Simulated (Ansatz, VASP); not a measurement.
TiAl3 in VASP and in Ansatz

The input POSCAR:

```
TiAl3
1.0
    2.8206181908      0.0000000000      0.0000000000
    0.0000000000      4.6498451741      0.0000000000
    0.0000000000      0.0000000000      4.8678501230
Ti Al
1 3
Direct
    0.0000000000      0.5000000000      0.1659160000
    0.0000000000      0.0000000000      0.8359000000
    0.5000000000      0.0000000000      0.3309120000
    0.5000000000      0.5000000000      0.6672710000
```

Contents of INCAR.step1:

```
  PREC = Accurate
  ENCUT = 520
  ISMEAR = -1
  SIGMA = 0.05
  LREAL = False
  LASPH = True
  NELM = 60
  NBANDS = 18
  GGA = PE
  ALGO = Normal
  EDIFF = 1E-4
  LWAVE = True
  LCHARG = False
```

Contents of INCAR.step2:

```
  PREC = Accurate
  ENCUT = 520
  EDIFF = 1E-7
  ISMEAR = -1
  SIGMA = 0.05
  LREAL = False
  LASPH = True
  NELM = 60
  ALGO = Normal
  ISIF = 2
  LWAVE = False
  LCHARG = True
  METAGGA = R2SCAN
  LMIXTAU = True
  LELF = True
  LVHAR = True
  NBANDS = 18
  ISTART = 1
```

The input KPOINTS:

```
regular mesh
0
Gamma
  9 6 6
```

The input input.yaml:

```yaml
crystal:
  lattice:
    - [2.8206181908, 0.0, 0.0]
    - [0.0, 4.6498451741, 0.0]
    - [0.0, 0.0, 4.867850123]
  atoms:
    - { symbol: Ti, position: [0.0, 0.5, 0.165916] }
    - { symbol: Al, position: [0.0, 0.0, 0.8359] }
    - { symbol: Al, position: [0.5, 0.0, 0.330912] }
    - { symbol: Al, position: [0.5, 0.5, 0.667271] }
hamiltonian:
  xc: r2scan
  pseudopotentials: { kind: paw }
kpoints:
  mp_grid: { grid: [9, 6, 6] }
scf:
  occupations: { method: fermi_dirac, width: 0.05 }
output:
  forces: true
  stress: true
  eigenvalues: true
```

Alike in both runs: task single point; functional r2SCAN; k mesh 9 × 6 × 6; occupations fermi-dirac, width 0.05 eV; no spin polarisation.

|  | VASP | Ansatz |
| --- | --- | --- |
| version | VASP 6.6.1 | Ansatz 0.2.0 |
| potentials or method | VASP PAW PBE potentials, release 64 (Ti_sv, Al) | Ansatz PAW |
| plane-wave cutoff (eV) | 520 | 500 |
| valence electrons in the cell | 21 | 21 |

```csv
,VASP,Ansatz,Ansatz less VASP
gap on the k mesh at the Fermi level (eV),none,none,-
pressure (GPa),-0.1,0.0,+0.09
"traceless stress, the component that is largest in VASP (GPa)",-2.44,-2.43,+0.009
rms of the force components (eV/Å),0.024,0.021,-0.0032
```

VASP's potentials were made for PBE, not for r2SCAN. Atom by atom the forces differ by 0.005 eV/Å (rms over components). A gap of «none» marks a metal or a gap that the smearing closes.
